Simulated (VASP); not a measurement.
# LiF (Fm-3m) in VASP: settings compared, part 2 of 2

VASP 6.6.1.

### Step 3. Single point, HSE06

POSCAR reads:

```
LiF
1.0
    0.0000000000      1.9948691812      1.9948691812
    1.9948691812      0.0000000000      1.9948691812
    1.9948691812      1.9948691812      0.0000000000
Li F
1 1
Direct
    0.0000000000      0.0000000000      0.0000000000
    0.5000000000      0.5000000000      0.5000000000
```

INCAR.step1 reads:

```
SYSTEM = LiF
PREC = Accurate
ENCUT = 650
EDIFF = 1E-5
ISMEAR = 0
SIGMA = 0.01
LREAL = .FALSE.
LASPH = .TRUE.
NELM = 120
ALGO = Normal
ISIF = 2
LWAVE = .TRUE.
GGA = PE
NBANDS = 12
GGA_COMPAT = .FALSE.
```

INCAR.step2 reads:

```
SYSTEM = LiF
PREC = Accurate
ENCUT = 650
EDIFF = 1E-6
ISMEAR = 0
SIGMA = 0.01
LREAL = .FALSE.
LASPH = .TRUE.
NELM = 120
ALGO = Normal
ISIF = 2
LWAVE = .FALSE.
LCHARG = .TRUE.
GGA = PE
LHFCALC = .TRUE.
HFSCREEN = 0.2079
PRECFOCK = Normal
LELF = .TRUE.
LVHAR = .TRUE.
ISTART = 1
NBANDS = 12
GGA_COMPAT = .FALSE.
```

KPOINTS reads:

```
Automatic mesh
0
G
  8 8 8
  0 0 0
```

Potentials or basis: VASP PAW PBE potentials, release 64 (Li_sv, F).

Run with:

```
cat potpaw_PBE.64/Li_sv/POTCAR potpaw_PBE.64/F/POTCAR > POTCAR
cp INCAR.step1 INCAR
mpirun -np 1 vasp_std > vasp.out
cp INCAR.step2 INCAR
mpirun -np 1 vasp_std > vasp.out
```

OUTCAR:

```text
SYSTEM = LiF
   PREC = Accurate
   ENCUT = 650
   EDIFF = 1E-6
   ISMEAR = 0
   LREAL = .FALSE.
   LASPH = .TRUE.
   NELM = 120
   ISIF = 2
   GGA = PE
   LHFCALC = .TRUE.
   HFSCREEN = 0.2079
   PRECFOCK = Normal
   ISTART = 1

 ion  position               nearest neighbor table
   1  0.000  0.000  0.000-   2 1.99   2 1.99   2 1.99   2 1.99   2 1.99   2 1.99
   2  0.500  0.500  0.500-   1 1.99   1 1.99   1 1.99   1 1.99   1 1.99   1 1.99

  LATTYP: Found a face centered cubic cell.
 ALAT       =     3.9897383624

  Lattice vectors:

 A1 = (   0.0000000000,   1.9948691812,   1.9948691812)
 A2 = (   1.9948691812,   0.0000000000,   1.9948691812)
 A3 = (   1.9948691812,   1.9948691812,   0.0000000000)

Analysis of symmetry for initial positions (statically):
=====================================================================
 Subroutine PRICEL returns:
 Original cell was already a primitive cell.

 Routine SETGRP: Setting up the symmetry group for a
 face centered cubic supercell.

 Subroutine GETGRP returns: Found 48 space group operations
 (whereof 48 operations were pure point group operations)
 out of a pool of 48 trial point group operations.

The static configuration has the point symmetry O_h .

Analysis of symmetry for dynamics (positions and initial velocities):
=====================================================================
 Subroutine PRICEL returns:
 Original cell was already a primitive cell.

 Routine SETGRP: Setting up the symmetry group for a
 face centered cubic supercell.

 Subroutine GETGRP returns: Found 48 space group operations
 (whereof 48 operations were pure point group operations)
 out of a pool of 48 trial point group operations.

The dynamic configuration has the point symmetry O_h .

 Subroutine INISYM returns: Found 48 space group operations
 (whereof 48 operations are pure point group operations),
 and found     1 'primitive' translations

----------------------------------------------------------------------------------------
[... 130 lines left out ...]
   LEPSILON=     F    determine dielectric tensor
   LRPA    =     F    only Hartree local field effects (RPA)
 non-spin polarized calculation
 Gauss-broadening in eV      SIGMA  =   0.01
  energy-cutoff  :      650.00
  volume of cell :       15.88
 maximum number of plane-waves:       610
  NGX = 18; NGY = 18; NGZ = 18

 number of electron       9.9999997 magnetization

 Free energy of the ion-electron system (eV)
  ---------------------------------------------------
  ext. energy  EPLUGINS =         0.00000000
  ---------------------------------------------------
  free energy    TOTEN  =       -11.39128352 eV

  energy without entropy =      -11.39128352  energy(sigma->0) =      -11.39128352

 E-fermi :  -2.4542     XC(G=0):  -8.2773

 val. band max:       -2.5697154866   @ k =   0.0000   0.0000   0.0000
 cond. band min:       9.0884552848   @ k =   0.0000   0.0000   0.0000
 fundamental gap:     11.6581707715
 Fermi energy:        -2.4542132888

 k-point     1 :       0.0000    0.0000    0.0000
  band No.  band energies     occupation
      1     -45.4677      2.00000
      2     -24.2264      2.00000
      3      -2.5697      2.00000
      4      -2.5697      2.00000
      5      -2.5697      2.00000
      6       9.0885      0.00000
      7      24.4299      0.00000
      8      24.4299      0.00000
      9      24.4299      0.00000
     10      24.5675      0.00000
     11      24.5675      0.00000
     12      24.5675      0.00000
[... 331 lines left out ...]
 k-point    24 :      -0.3750    0.2500    0.1250
  band No.  band energies     occupation
      1     -45.3904      2.00000
      2     -23.6172      2.00000
      3      -5.1100      2.00000
      4      -3.8984      2.00000
      5      -3.1036      2.00000
      6      12.5469      0.00000
      7      15.9964      0.00000
      8      19.2241      0.00000
      9      19.5638      0.00000
     10      28.0927      0.00000
     11      29.2321      0.00000
     12      35.0115      0.00000

 [... further k-points ...]

------------------------ aborting loop because EDIFF is reached ----------------------------------------

  FORCE on cell =-STRESS in cart. coord.  units (eV):
  Direction    XX          YY          ZZ          XY          YZ          ZX
  --------------------------------------------------------------------------------------
  -------------------------------------------------------------------------------------
  Total        0.0394799      0.0394799      0.0394799      0.0000000      0.0000000     -0.0000000
  in kB        3.9839488      3.9839488      3.9839488      0.0000000      0.0000000     -0.0000000
  external PRESSURE =       3.9839488 kB  Pullay stress =       0.0000000 kB

 VOLUME and BASIS-vectors are now :
 -----------------------------------------------------------------------------
  energy-cutoff  :      650.00
  volume of cell :       15.88
      direct lattice vectors                 reciprocal lattice vectors
     0.000000000  1.994869181  1.994869181    -0.250643002  0.250643002  0.250643002
     1.994869181  0.000000000  1.994869181     0.250643002 -0.250643002  0.250643002
     1.994869181  1.994869181  0.000000000     0.250643002  0.250643002 -0.250643002

 POSITION                                       TOTAL-FORCE (eV/Angst)
 -----------------------------------------------------------------------------------
      0.00000      0.00000      0.00000        -0.000000     -0.000000      0.000000
      1.99487      1.99487      1.99487         0.000000      0.000000     -0.000000
 -----------------------------------------------------------------------------------
    total drift:                                0.000000      0.000000      0.000000

  FREE ENERGIE OF THE ION-ELECTRON SYSTEM (eV)
  ---------------------------------------------------
  free  energy   TOTEN  =       -11.3912835166 eV

  energy  without entropy=      -11.3912835166  energy(sigma->0) =      -11.39128352
```

OUTCAR.step1:

```text
SYSTEM = LiF
   PREC = Accurate
   ENCUT = 650
   EDIFF = 1E-5
   ISMEAR = 0
   LREAL = .FALSE.
   LASPH = .TRUE.
[... 583 lines left out ...]
      0.00000      0.00000      0.00000        -0.000000     -0.000000     -0.000000
      1.99487      1.99487      1.99487         0.000000      0.000000      0.000000
 -----------------------------------------------------------------------------------
    total drift:                               -0.000000     -0.000000      0.000000

  FREE ENERGIE OF THE ION-ELECTRON SYSTEM (eV)
  ---------------------------------------------------
  free  energy   TOTEN  =        -9.6325719305 eV

  energy  without entropy=       -9.6325719305  energy(sigma->0) =       -9.63257193
```

Run time: 43 min. Hardware: 1 thread of Oxide Virtual Turin-like, shared host; peak memory 0.22 GiB.

Results:

```yaml
Free_energy: -11.3913 eV
Pressure: 0.4 GPa
Band_gap_on_the_k_mesh: 11.66 eV
```

Caveat: the PAW data sets were made with another functional, which shifts forces and pressure a little.
